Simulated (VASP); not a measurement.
# GeS (Pnma) in VASP: single point with PBE

Aim: the single point of GeS with PBE.

Program: VASP 6.6.1. These are calculated values, not measurements. Logs are shortened: lines on timing, memory, paths and dates and some standing lists are left out, and cuts for length are marked.

## Step 1: The cell of the first run

Symmetry: Pnma, No. 62, orthorhombic system. The conventional cell has a = 10.781 Å, b = 3.668 Å, c = 4.450 Å, α = 90.00°, β = 90.00°, γ = 90.00°. Within 3.2 Å of Ge (site symmetry m) lie 3 S at 2.46 Å. Within 3.2 Å of S (site symmetry m) lie 3 Ge at 2.46 Å.

## Step 2: Single point, PBE

INCAR reads:

```
PREC = Accurate ; ENCUT = 500
EDIFF = 1E-6 ; ISMEAR = 0
SIGMA = 0.05 ; LREAL = F
LASPH = T ; NELM = 120
ALGO = Normal ; ISIF = 2
LWAVE = F ; LCHARG = T
GGA = PE ; LELF = T
LVHAR = T ; NBANDS = 50
GGA_COMPAT = F
```

KPOINTS reads:

```
Automatic mesh
0
Gamma
  4 8 6
```

POSCAR reads:

```
GeS
1.0
   10.7805115341      0.0000000000      0.0000000000
    0.0000000000      3.6678294942      0.0000000000
    0.0000000000      0.0000000000      4.4504162674
Ge S
4 4
Direct
    0.1259048197      0.2500000000      0.1349203576
    0.8740951803      0.7500000000      0.8650796424
    0.3740951803      0.7500000000      0.6349203576
    0.6259048197      0.2500000000      0.3650796424
    0.8471176922      0.2500000000      0.5025596800
    0.1528823078      0.7500000000      0.4974403200
    0.6528823078      0.7500000000      0.0025596800
    0.3471176922      0.2500000000      0.9974403200
```

Potentials or basis: VASP PAW PBE potentials, release 64 (Ge_d, S).

On the command line:

```
> cat potpaw_PBE.64/Ge_d/POTCAR potpaw_PBE.64/S/POTCAR > POTCAR
> mpirun -np 1 vasp_std > vasp.out
```

OUTCAR:

```text
PREC = Accurate
   ENCUT = 500
   EDIFF = 1E-6
   ISMEAR = 0
   LREAL = F
   LASPH = T
   NELM = 120
   ISIF = 2
   GGA = PE

 ion  position               nearest neighbor table
   1  0.126  0.250  0.135-   6 2.46   6 2.46   8 2.46
   2  0.874  0.750  0.865-   5 2.46   5 2.46   7 2.46
   3  0.374  0.750  0.635-   8 2.46   8 2.46   6 2.46
   4  0.626  0.250  0.365-   7 2.46   7 2.46   5 2.46
   5  0.847  0.250  0.503-   2 2.46   2 2.46   4 2.46
   6  0.153  0.750  0.497-   1 2.46   1 2.46   3 2.46
   7  0.653  0.750  0.003-   4 2.46   4 2.46   2 2.46
   8  0.347  0.250  0.997-   3 2.46   3 2.46   1 2.46

  LATTYP: Found a simple orthorhombic cell.
 ALAT       =     3.6678294942
 B/A-ratio  =     1.2133650908
 C/A-ratio  =     2.9392073844

  Lattice vectors:

 A1 = (   0.0000000000,   3.6678294942,   0.0000000000)
 A2 = (   0.0000000000,   0.0000000000,   4.4504162674)
 A3 = (  10.7805115341,   0.0000000000,   0.0000000000)

Analysis of symmetry for initial positions (statically):
=====================================================================
 Subroutine PRICEL returns:
 Original cell was already a primitive cell.

 Routine SETGRP: Setting up the symmetry group for a
 simple orthorhombic supercell.

 Subroutine GETGRP returns: Found  8 space group operations
 (whereof  2 operations were pure point group operations)
 out of a pool of  8 trial point group operations.

The static configuration has the point symmetry S_2 .
 The point group associated with its full space group is D_2h.

Analysis of symmetry for dynamics (positions and initial velocities):
=====================================================================
 Subroutine PRICEL returns:
 Original cell was already a primitive cell.

 Routine SETGRP: Setting up the symmetry group for a
 simple orthorhombic supercell.

 Subroutine GETGRP returns: Found  8 space group operations
 (whereof  2 operations were pure point group operations)
 out of a pool of  8 trial point group operations.

The dynamic configuration has the point symmetry S_2 .
 The point group associated with its full space group is D_2h.

 Subroutine INISYM returns: Found  8 space group operations
 (whereof  2 operations are pure point group operations),
 and found     1 'primitive' translations

----------------------------------------------------------------------------------------

                                     Primitive cell

  volume of cell :     175.9743

  direct lattice vectors                    reciprocal lattice vectors
    10.780511534  0.000000000  0.000000000     0.092759977  0.000000000  0.000000000
     0.000000000  3.667829494  0.000000000     0.000000000  0.272640809  0.000000000
[... 103 lines left out ...]
   ISIF   =      2    stress and relaxation
   ISYM   =      2    0-nonsym 1-usesym 2-fastsym
   POTIM  = 0.5000    time-step for ionic-motion
   TEBEG  =    0.0;   TEEND  =   0.0 temperature during run
   PSTRESS=    0.0 pullay stress
   NELECT =      80.0000    total number of electrons
   NUPDOWN=      -1.0000    fix difference up-down
   EMIN   =  10.00;   EMAX   =-10.00  energy-range for DOS
   EFERMI =   0.00;   METHOD = LEGACY
   ISMEAR =     0;   SIGMA  =   0.05  broadening in eV -4-tet -1-fermi 0-gaus
   EFERMI_NEDOS =   21; number of points for ismear=-14 and -15
   IALGO  =     38    algorithm
   IMIX   =      4    mixing-type and parameters
     AMIX     =   0.40;   BMIX     =  1.00
     AMIX_MAG =   1.60;   BMIX_MAG =  1.00
  volume/ion in A,a.u.               =      22.00       148.44
  Fermi-wavevector in a.u.,A,eV,Ry     =   1.258795  2.378778 21.559324  1.584566
  Thomas-Fermi vector in A             =   2.392387
   LORBIT       =      0    0 simple, 1 ext, 2 COOP (PROOUT), +10 PAW based schemes
   GGA     = PE    functional components
   LHFCALC =     F    Hartree Fock is set to
   AEXX    =    0.0000 exact exchange contribution
   IVDW    =     0    specifies the selected vdW correction
   LEPSILON=     F    determine dielectric tensor
   LRPA    =     F    only Hartree local field effects (RPA)
 non-spin polarized calculation
 Gauss-broadening in eV      SIGMA  =   0.05
  energy-cutoff  :      500.00
  volume of cell :      175.97
 maximum number of plane-waves:      4502
 NGX is ok and might be reduce to    80
   NGX = 39   NGY = 13   NGZ = 17

 number of electron      79.9999991 magnetization

 Free energy of the ion-electron system (eV)
  ---------------------------------------------------
  ext. energy  EPLUGINS =         0.00000000
  ---------------------------------------------------
  free energy    TOTEN  =       -36.64955125 eV

  energy without entropy =      -36.64955125  energy(sigma->0) =      -36.64955125

 E-fermi :   4.5321     XC(G=0):  -9.7557

 val. band max:        4.2863875310   @ k =   0.0000   0.0000   0.0000
 cond. band min:       5.5227207553   @ k =   0.0000   0.0000   0.0000
 fundamental gap:      1.2363332243
 Fermi energy:         4.5320987798

 k-point     1 :       0.0000    0.0000    0.0000
  band No.  band energies     occupation
      1     -20.0981      2.00000
      2     -20.0962      2.00000
      3     -20.0916      2.00000
      4     -20.0904      2.00000
      5     -20.0892      2.00000
      6     -20.0884      2.00000
[... 1261 lines left out ...]
     49       9.0543      0.00000
     50       9.0545      0.00000

 [... further k-points ...]
[... 5 lines left out ...]
  --------------------------------------------------------------------------------------
  -------------------------------------------------------------------------------------
  Total       -0.0951086     -0.1243089     -0.0378719      0.0000000      0.0000000      0.0000000
  in kB       -0.8659268     -1.1317841     -0.3448087      0.0000000      0.0000000      0.0000000
  external PRESSURE =      -0.7808399 kB  Pullay stress =       0.0000000 kB

 VOLUME and BASIS-vectors are now :
 -----------------------------------------------------------------------------
  energy-cutoff  :      500.00
  volume of cell :      175.97
      direct lattice vectors                 reciprocal lattice vectors
    10.780511534  0.000000000  0.000000000     0.092759977  0.000000000  0.000000000
     0.000000000  3.667829494  0.000000000     0.000000000  0.272640809  0.000000000
     0.000000000  0.000000000  4.450416267     0.000000000  0.000000000  0.224698082

 POSITION                                       TOTAL-FORCE (eV/Angst)
 -----------------------------------------------------------------------------------
      1.35732      0.91696      0.60045         0.002226      0.000000     -0.004643
      9.42319      2.75087      3.84996        -0.002226     -0.000000      0.004643
      4.03294      2.75087      2.82566        -0.002226     -0.000000     -0.004643
      6.74757      0.91696      1.62476         0.002226     -0.000000      0.004643
      9.13236      0.91696      2.23660         0.000165      0.000000     -0.003498
      1.64815      2.75087      2.21382        -0.000165     -0.000000      0.003498
      7.03841      2.75087      0.01139        -0.000165     -0.000000     -0.003498
      3.74211      0.91696      4.43902         0.000165      0.000000      0.003498
 -----------------------------------------------------------------------------------
    total drift:                                0.000000      0.000000      0.000000

  FREE ENERGIE OF THE ION-ELECTRON SYSTEM (eV)
  ---------------------------------------------------
  free  energy   TOTEN  =       -36.6495512514 eV

  energy  without entropy=      -36.6495512514  energy(sigma->0) =      -36.64955125
```

OSZICAR:

```text
N       E                     dE             d eps       ncg     rms          rms(c)
DAV:   1     0.917811220026E+03    0.91781E+03   -0.35523E+04  7514   0.341E+03
DAV:   2     0.148868829597E+03   -0.76894E+03   -0.73515E+03  6000   0.933E+02
DAV:   3    -0.220508389828E+02   -0.17092E+03   -0.16264E+03  6942   0.226E+02
DAV:   4    -0.369394872340E+02   -0.14889E+02   -0.14633E+02  7288   0.730E+01
DAV:   5    -0.374705334867E+02   -0.53105E+00   -0.52906E+00  7212   0.139E+01    0.126E+01
DAV:   6    -0.366521682647E+02    0.81837E+00   -0.16525E+00  8526   0.675E+00    0.827E+00
DAV:   7    -0.366568226084E+02   -0.46543E-02   -0.65237E-01  7830   0.280E+00    0.212E+00
DAV:   8    -0.366489744385E+02    0.78482E-02   -0.68942E-02  8274   0.187E+00    0.407E-01
DAV:   9    -0.366493554271E+02   -0.38099E-03   -0.10182E-02  7308   0.661E-01    0.156E-01
DAV:  10    -0.366494793655E+02   -0.12394E-03   -0.92178E-04  7170   0.150E-01    0.709E-02
DAV:  11    -0.366495534027E+02   -0.74037E-04   -0.11644E-04  7722   0.639E-02    0.308E-02
DAV:  12    -0.366495487372E+02    0.46655E-05   -0.34648E-05  6682   0.269E-02    0.116E-02
DAV:  13    -0.366495513720E+02   -0.26348E-05   -0.10353E-05  6054   0.208E-02    0.491E-03
DAV:  14    -0.366495512514E+02    0.12059E-06   -0.11743E-06  4162   0.807E-03
   1 F= -.36649551E+02 E0= -.36649551E+02  d E =-.477587E-14
```

Run time: 6 min. Hardware: 1 thread of AMD EPYC 7R43 (Zen 3), shared host; peak memory 0.45 GiB.

What came out:

| Property | Result |
| --- | --- |
| Free energy | -36.6496 eV |
| Pressure | -0.1 GPa |
| Largest force | 0.005 eV/Å |
| Band gap on the k mesh | 1.24 eV |

Forces in eV/Å, atoms in the order of the input:
```
Ge   0.002  0.000 -0.005
Ge  -0.002  0.000  0.005
Ge  -0.002  0.000 -0.005
Ge   0.002  0.000  0.005
S    0.000  0.000 -0.003
S    0.000  0.000  0.003
S    0.000  0.000 -0.003
S    0.000  0.000  0.003
```

Levels at points of the mesh, in eV from the valence-band top:
| k point | band 36 | band 37 | band 38 | band 39 | band 40 | band 41 | band 42 | band 43 | band 44 | band 45 |
| --- | --- | --- | --- | --- | --- | --- | --- | --- | --- | --- |
| (0.00, 0.00, 0.00) | -1.98 | -1.59 | -0.84 | -0.78 | 0.00 | 1.24 | 2.56 | 2.74 | 2.94 | 3.14 |
| (0.50, 0.00, 0.00) | -1.88 | -1.77 | -1.77 | -0.34 | -0.34 | 2.37 | 2.37 | 2.59 | 2.59 | 3.67 |
| (0.00, 0.50, 0.00) | -2.21 | -1.49 | -1.49 | -1.12 | -1.12 | 1.46 | 1.46 | 1.64 | 1.64 | 2.53 |
| (0.50, 0.50, 0.00) | -2.41 | -1.47 | -1.47 | -1.47 | -1.47 | 1.76 | 1.76 | 1.76 | 1.76 | 2.76 |
| (0.00, 0.00, 0.50) | -1.69 | -0.98 | -0.98 | -0.31 | -0.31 | 1.75 | 1.75 | 2.48 | 2.48 | 3.00 |
| (0.50, 0.00, 0.50) | -2.14 | -0.80 | -0.80 | -0.34 | -0.34 | 1.76 | 1.76 | 2.36 | 2.36 | 3.16 |
| (0.00, 0.50, 0.50) | -3.47 | -1.93 | -1.93 | -1.23 | -1.23 | 3.11 | 3.11 | 3.20 | 3.20 | 4.72 |
| (0.50, 0.50, 0.50) | -3.92 | -1.35 | -1.35 | -1.35 | -1.35 | 2.90 | 2.90 | 2.90 | 2.90 | 4.55 |

A k mesh can miss the band edges.
